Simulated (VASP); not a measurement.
# Fe (Pm-3m) in VASP: notebook

Runs on Fe. Level: revPBE. Tasks: single point.

Program: VASP 6.6.1. These are calculated values, not measurements. Logs are shortened: lines on timing, memory, paths and dates and some standing lists are left out, and cuts for length are marked.

### Step 1. The cell of the first run

Symmetry: Pm-3m, No. 221, cubic system. Conventional cell: a = 2.423 Å, b = 2.423 Å, c = 2.423 Å, α = 90.00°, β = 90.00°, γ = 90.00°. Within 3.2 Å of Fe (site symmetry m-3m) lie 6 Fe at 2.42 Å.

### Step 2. Single point, revPBE, collinear spin, ferromagnetic start (volume scaled by 1.04)

The input, INCAR:

```
SYSTEM = Fe
ALGO = Normal ; EDIFF = 1E-7
ENCUT = 520 ; GGA = RE
ISIF = 2 ; ISMEAR = -1
ISPIN = 2 ; LASPH = .True.
LCHARG = .False. ; LMAXMIX = 4
LORBIT = 11 ; LREAL = .False.
LWAVE = .False. ; MAGMOM = 2.467
NBANDS = 14 ; NELM = 150
PREC = Accurate ; SIGMA = 0.05
```

The input, KPOINTS:

```
k-points
0
Gamma
  15 15 15
  0 0 0
```

The input, POSCAR:

```
Fe
1.0
    2.4229334916      0.0000000000      0.0000000000
    0.0000000000      2.4229334916      0.0000000000
    0.0000000000      0.0000000000      2.4229334916
Fe
1
Direct
    0.0000000000      0.0000000000      0.0000000000
```

Potentials or basis: VASP PAW PBE potentials, release 64 (Fe).

On the command line:

```
> cat potpaw_PBE.64/Fe/POTCAR > POTCAR
> mpirun -np 1 vasp_std > vasp.out
```

OUTCAR:

```text
SYSTEM = Fe
   EDIFF = 1E-7
   ENCUT = 520
   GGA = RE
   ISIF = 2
   ISMEAR = -1
   ISPIN = 2
   LASPH = .True.
   LORBIT = 11
   LREAL = .False.
   NELM = 150
   PREC = Accurate

 ion  position               nearest neighbor table
   1  0.000  0.000  0.000-

  LATTYP: Found a simple cubic cell.
 ALAT       =     2.4229334916

  Lattice vectors:

 A1 = (   2.4229334916,   0.0000000000,   0.0000000000)
 A2 = (   0.0000000000,   2.4229334916,   0.0000000000)
 A3 = (   0.0000000000,   0.0000000000,   2.4229334916)

Analysis of symmetry for initial positions (statically):
=====================================================================
 Subroutine PRICEL returns:
 Original cell was already a primitive cell.

 Routine SETGRP: Setting up the symmetry group for a
 simple cubic supercell.

 Subroutine GETGRP returns: Found 48 space group operations
 (whereof 48 operations were pure point group operations)
 out of a pool of 48 trial point group operations.

The static configuration has the point symmetry O_h .

Analysis of symmetry for dynamics (positions and initial velocities):
=====================================================================
 Subroutine PRICEL returns:
 Original cell was already a primitive cell.

 Routine SETGRP: Setting up the symmetry group for a
 simple cubic supercell.

 Subroutine GETGRP returns: Found 48 space group operations
 (whereof 48 operations were pure point group operations)
 out of a pool of 48 trial point group operations.

The dynamic configuration has the point symmetry O_h .

Analysis of structural, dynamic, and magnetic symmetry:
=====================================================================
 Subroutine PRICEL returns:
 Original cell was already a primitive cell.

 Routine SETGRP: Setting up the symmetry group for a
 simple cubic supercell.

 Subroutine GETGRP returns: Found 48 space group operations
 (whereof 48 operations were pure point group operations)
 out of a pool of 48 trial point group operations.

The overall configuration has the point symmetry O_h .

 Subroutine INISYM returns: Found 48 space group operations
 (whereof 48 operations are pure point group operations),
 and found     1 'primitive' translations

----------------------------------------------------------------------------------------

                                     Primitive cell

  volume of cell :      14.2241

  direct lattice vectors                    reciprocal lattice vectors
     2.422933492  0.000000000  0.000000000     0.412722843  0.000000000  0.000000000
[... 115 lines left out ...]
 spin polarized calculation
  energy-cutoff  :      520.00
  volume of cell :       14.22
 maximum number of plane-waves:       397
 NGX is ok and might be reduce to    18
   NGX =  9   NGY =  9   NGZ =  9

 number of electron       8.0000005 magnetization       2.4899891

 Free energy of the ion-electron system (eV)
  ---------------------------------------------------
  ext. energy  EPLUGINS =         0.00000000
  ---------------------------------------------------
  free energy    TOTEN  =        -7.12277502 eV

  energy without entropy =       -7.11362518  energy(sigma->0) =       -7.11820010

 E-fermi :   4.1848     XC(G=0): -11.7246

 val. band max:        4.1742668888   @ k =   0.4667   0.4000   0.0000
 cond. band min:       4.1866172649   @ k =   0.3333   0.2667   0.1333
 fundamental gap:      0.0123503761
 Fermi energy:         4.1848155965

 spin component 1

 k-point     1 :       0.0000    0.0000    0.0000
  band No.  band energies     occupation
      1      -3.2564      1.00000
      2       0.4914      1.00000
      3       0.4914      1.00000
      4       3.4164      1.00000
      5       3.4164      1.00000
      6       3.4164      1.00000
      7      22.0702      0.00000
      8      22.0702      0.00000
      9      22.0702      0.00000
     10      25.7416      0.00000
     11      25.7416      0.00000
     12      29.8839      0.00000
     13      42.1698      0.00000
     14      42.1698      0.00000
[... 379 lines left out ...]
      3       1.8452      1.00000
      4       2.6537      1.00000
      5       3.1327      1.00000
      6       3.2292      1.00000
      7      11.7560      0.00000
      8      18.6018      0.00000
      9      26.4007      0.00000
     10      27.1756      0.00000
     11      28.0409      0.00000
     12      35.2191      0.00000
     13      35.8813      0.00000
     14      37.5890      0.00000

 [... further k-points ...]

 spin component 2

 k-point     1 :       0.0000    0.0000    0.0000
  band No.  band energies     occupation
      1      -3.0089      1.00000
      2       2.0803      1.00000
      3       2.0809      1.00000
      4       6.6334      0.00000
      5       6.6335      0.00000
      6       6.6344      0.00000
      7      22.6632      0.00000
      8      22.6632      0.00000
      9      22.6633      0.00000
     10      26.1308      0.00000
     11      26.1309      0.00000
     12      29.6827      0.00000
     13      42.5071      0.00000
     14      42.5071      0.00000
[... 379 lines left out ...]
      3       3.5407      1.00000
      4       5.4495      0.00000
      5       5.7038      0.00000
      6       6.2881      0.00000
      7      12.6120      0.00000
      8      19.2163      0.00000
      9      26.9255      0.00000
     10      27.9290      0.00000
     11      28.0840      0.00000
     12      35.4661      0.00000
     13      36.5678      0.00000
     14      37.8185      0.00000

 [... further k-points ...]
[... 5 lines left out ...]
  --------------------------------------------------------------------------------------
  -------------------------------------------------------------------------------------
  Total       -0.3820383     -0.3820383     -0.3820383      0.0000000     -0.0000000     -0.0000000
  in kB      -43.0321473    -43.0321473    -43.0321473      0.0000000     -0.0000000     -0.0000000
  external PRESSURE =     -43.0321473 kB  Pullay stress =       0.0000000 kB

 VOLUME and BASIS-vectors are now :
 -----------------------------------------------------------------------------
  energy-cutoff  :      520.00
  volume of cell :       14.22
      direct lattice vectors                 reciprocal lattice vectors
     2.422933492  0.000000000  0.000000000     0.412722843  0.000000000  0.000000000
     0.000000000  2.422933492  0.000000000     0.000000000  0.412722843  0.000000000
     0.000000000  0.000000000  2.422933492     0.000000000  0.000000000  0.412722843

 POSITION                                       TOTAL-FORCE (eV/Angst)
 -----------------------------------------------------------------------------------
      0.00000      0.00000      0.00000         0.000000      0.000000      0.000000
 -----------------------------------------------------------------------------------
    total drift:                                0.000000      0.000000      0.000000

  FREE ENERGIE OF THE ION-ELECTRON SYSTEM (eV)
  ---------------------------------------------------
  free  energy   TOTEN  =        -7.1227750247 eV

  energy  without entropy=       -7.1136251835  energy(sigma->0) =       -7.11820010

 total charge

# of ion       s       p       d       tot
------------------------------------------
    1        0.473   0.372   6.218   7.062

 magnetization (x)

# of ion       s       p       d       tot
------------------------------------------
    1       -0.001  -0.016   2.504   2.488
```

stdout:

```text
POSCAR found type information on POSCAR Fe
 POSCAR found :  1 types and       1 ions
 scaLAPACK will be used
 -----------------------------------------------------------------------------
|                                                                             |
|                                                                             |
|     You enforced a specific xc type in the INCAR file but a different       |
|     I HOPE YOU KNOW WHAT YOU ARE DOING!                                     |
|                                                                             |
 -----------------------------------------------------------------------------

 LDA part: xc-table for (Slater+PW92), standard interpolation
 POSCAR, INCAR and KPOINTS ok, starting setup
 FFT: planning ... GRIDC
 FFT: planning ... GRID_SOFT
 FFT: planning ... GRID
 WAVECAR not read
 entering main loop
```

It took 33 s on 1 thread of Intel Xeon Platinum 8259CL at 2.50GHz (Skylake/Cascade Lake), shared host; peak memory 0.15 GiB.

What came out:

- Free energy: -7.1228 eV
- Pressure: -4.3 GPa
- Net moment: 2.49 μB per cell
- Site moments: Fe +2.49 μB
- Valence electrons inside the program's atomic spheres: Fe 7.06

Caveat: the PAW data sets were made with another functional, which shifts forces and pressure a little.

### Step 3. Single point, revPBE, collinear spin, ferromagnetic start (volume scaled by 1.08)

The input, INCAR:

```
PREC = Accurate
ENCUT = 520
EDIFF = 1E-6
ISMEAR = -1
SIGMA = 0.05
LREAL = F
LASPH = T
NELM = 150
ALGO = Normal
ISIF = 2
LWAVE = F
LCHARG = F
ISPIN = 2
MAGMOM = 2.467
LORBIT = 11
LMAXMIX = 4
GGA = RE
NBANDS = 14
```

The input, KPOINTS:

```
regular mesh
0
Gamma
  15 15 15
```

The input, POSCAR:

```
Fe
1.0
    2.4536067920      0.0000000000      0.0000000000
    0.0000000000      2.4536067920      0.0000000000
    0.0000000000      0.0000000000      2.4536067920
Fe
1
Direct
    0.0000000000      0.0000000000      0.0000000000
```

Potentials or basis: VASP PAW PBE potentials, release 64 (Fe).

On the command line:

```
> cat potpaw_PBE.64/Fe/POTCAR > POTCAR
> mpirun -np 1 vasp_std > vasp.out
```

OUTCAR:

```text
PREC = Accurate
   ENCUT = 520
   EDIFF = 1E-6
   ISMEAR = -1
   LREAL = F
   LASPH = T
   NELM = 150
   ISIF = 2
   ISPIN = 2
   LORBIT = 11
   GGA = RE

 ion  position               nearest neighbor table
   1  0.000  0.000  0.000-

  LATTYP: Found a simple cubic cell.
 ALAT       =     2.4536067920

  Lattice vectors:

 A1 = (   2.4536067920,   0.0000000000,   0.0000000000)
 A2 = (   0.0000000000,   2.4536067920,   0.0000000000)
 A3 = (   0.0000000000,   0.0000000000,   2.4536067920)

Analysis of symmetry for initial positions (statically):
[... 1021 lines left out ...]
  Total       -0.5776528     -0.5776528     -0.5776528     -0.0000000     -0.0000000     -0.0000000
  in kB      -62.6559842    -62.6559842    -62.6559842     -0.0000000     -0.0000000     -0.0000000
  external PRESSURE =     -62.6559842 kB  Pullay stress =       0.0000000 kB

 VOLUME and BASIS-vectors are now :
 -----------------------------------------------------------------------------
  energy-cutoff  :      520.00
  volume of cell :       14.77
      direct lattice vectors                 reciprocal lattice vectors
     2.453606792  0.000000000  0.000000000     0.407563267  0.000000000  0.000000000
     0.000000000  2.453606792  0.000000000     0.000000000  0.407563267  0.000000000
     0.000000000  0.000000000  2.453606792     0.000000000  0.000000000  0.407563267

 POSITION                                       TOTAL-FORCE (eV/Angst)
 -----------------------------------------------------------------------------------
      0.00000      0.00000      0.00000         0.000000      0.000000      0.000000
 -----------------------------------------------------------------------------------
    total drift:                               -0.000000      0.000000      0.000000

  FREE ENERGIE OF THE ION-ELECTRON SYSTEM (eV)
  ---------------------------------------------------
  free  energy   TOTEN  =        -7.1044370814 eV

  energy  without entropy=       -7.0939093268  energy(sigma->0) =       -7.09917320

 total charge

# of ion       s       p       d       tot
------------------------------------------
    1        0.462   0.351   6.194   7.006

 magnetization (x)

# of ion       s       p       d       tot
------------------------------------------
    1        0.000  -0.010   2.650   2.640
```

OSZICAR:

```text
N       E                     dE             d eps       ncg     rms          rms(c)
DAV:   1     0.233270498303E+02    0.23327E+02   -0.36726E+03  7148   0.634E+02
DAV:   2    -0.663540994083E+01   -0.29962E+02   -0.27490E+02  7218   0.121E+02
DAV:   3    -0.763172323779E+01   -0.99631E+00   -0.98460E+00  8130   0.235E+01
DAV:   4    -0.763593438989E+01   -0.42112E-02   -0.42105E-02  7818   0.139E+00
DAV:   5    -0.763596310608E+01   -0.28716E-04   -0.28717E-04  8292   0.119E-01    0.860E+00
DAV:   6    -0.726541762259E+01    0.37055E+00   -0.10758E+01  8262   0.350E+01    0.705E+00
DAV:   7    -0.710123497792E+01    0.16418E+00   -0.12468E+00  8166   0.113E+01    0.324E+00
DAV:   8    -0.710594104111E+01   -0.47061E-02   -0.14846E-02  7566   0.757E-01    0.150E+00
DAV:   9    -0.710421327368E+01    0.17278E-02   -0.99687E-03  8478   0.603E-01    0.407E-01
DAV:  10    -0.710435866029E+01   -0.14539E-03   -0.10153E-03  7538   0.186E-01    0.123E-01
DAV:  11    -0.710441002405E+01   -0.51364E-04   -0.30732E-04  7932   0.134E-01    0.418E-02
DAV:  12    -0.710443634483E+01   -0.26321E-04   -0.37760E-05  7380   0.439E-02    0.818E-03
DAV:  13    -0.710443786648E+01   -0.15216E-05   -0.13027E-06  8172   0.106E-02    0.700E-03
DAV:  14    -0.710443708137E+01    0.78511E-06   -0.23757E-07  4182   0.420E-03
   1 F= -.71044371E+01 E0= -.70991732E+01  d E =-.105278E-01  mag=     2.6430
```

Wall time 29 s (1 thread of Intel Xeon Platinum 8259CL at 2.50GHz (Skylake/Cascade Lake), shared host); peak memory 0.15 GiB.

Results:

```yaml
Free_energy: -7.1044 eV
Pressure: -6.3 GPa
Net_moment: 2.64 μB per cell
Site_moments: Fe +2.64 μB
Valence_electrons_inside_the_program's_atomic_spheres: Fe 7.01
```

Caveat: the PAW data sets were made with another functional, which shifts forces and pressure a little.

### Step 4. Single point, revPBE, collinear spin, ferromagnetic start (volume scaled by 1.12)

The input, INCAR:

```
ALGO     = Normal         # electronic algorithm
EDIFF    = 1E-6           # SCF threshold, eV
ENCUT    = 520            # plane-wave cutoff, eV
GGA      = RE             # functional
ISIF     = 2              # what is computed and relaxed
ISMEAR   = -1             # smearing method
ISPIN    = 2              # spin polarisation
LASPH    = T              # aspherical terms in the spheres
LCHARG   = F              # write CHGCAR
LMAXMIX  = 4              # l up to which the mixer works
LORBIT   = 11             # projections on sites
LREAL    = F              # projectors in reciprocal space
LWAVE    = F              # write WAVECAR
MAGMOM   = 2.467          # initial moments
NBANDS   = 14             # bands
NELM     = 150            # most SCF steps
PREC     = Accurate       # precision mode
SIGMA    = 0.05           # smearing width, eV
```

The input, KPOINTS:

```
k-points
0
Gamma
  15 15 15
```

The input, POSCAR:

```
Fe
1.0
    2.4835317753      0.0000000000      0.0000000000
    0.0000000000      2.4835317753      0.0000000000
    0.0000000000      0.0000000000      2.4835317753
Fe
1
Direct
    0.0000000000      0.0000000000      0.0000000000
```

On the command line:

```
> cat potpaw_PBE.64/Fe/POTCAR > POTCAR
> mpirun -np 1 vasp_std > vasp.out
```

It took 31 s on 1 thread of Intel Xeon Platinum 8259CL at 2.50GHz (Skylake/Cascade Lake), shared host; peak memory 0.15 GiB.

The run converged. Its results:

```yaml
Free_energy: -7.0800 eV
Pressure: -8.2 GPa
Net_moment: 2.75 μB per cell
Site_moments: Fe +2.74 μB
Valence_electrons_inside_the_program's_atomic_spheres: Fe 6.96
```

Levels at points of the mesh, in eV from the Fermi level:
Spin up:
| k point | band 2 | band 3 | band 4 | band 5 | band 6 | band 7 | band 8 | band 9 |
| --- | --- | --- | --- | --- | --- | --- | --- | --- |
| (0.00, 0.00, 0.00) | -3.63 | -3.63 | -0.99 | -0.99 | -0.99 | 16.95 | 16.95 | 16.95 |
Spin down:
| k point | band 1 | band 2 | band 3 | band 4 | band 5 | band 6 | band 7 | band 8 |
| --- | --- | --- | --- | --- | --- | --- | --- | --- |
| (0.00, 0.00, 0.00) | -6.88 | -1.74 | -1.74 | 2.40 | 2.40 | 2.40 | 17.57 | 17.57 |

Caveat: the PAW data sets were made with another functional, which shifts forces and pressure a little.

### Step 5. Summary

```tsv
cell	gap on the mesh (eV)	pressure (GPa)	moment (μB)
a = 2.423 Å, 1 atom	none	-4.3	2.49
a = 2.454 Å, 1 atom	none	-6.3	2.64
a = 2.484 Å, 1 atom	none	-8.2	2.75
```

Alike in all rows: task single point; level revPBE; potentials or basis VASP PAW PBE potentials, release 64 (Fe); spin collinear, ferromagnetic start; k mesh 15 × 15 × 15; cutoff (eV) 520; smearing fermi-dirac 0.05 eV.

Caveats: the PAW data sets were made with another functional, which shifts forces and pressure a little.

Total energies depend on the potentials used, so only differences within one code and one set of settings carry meaning.
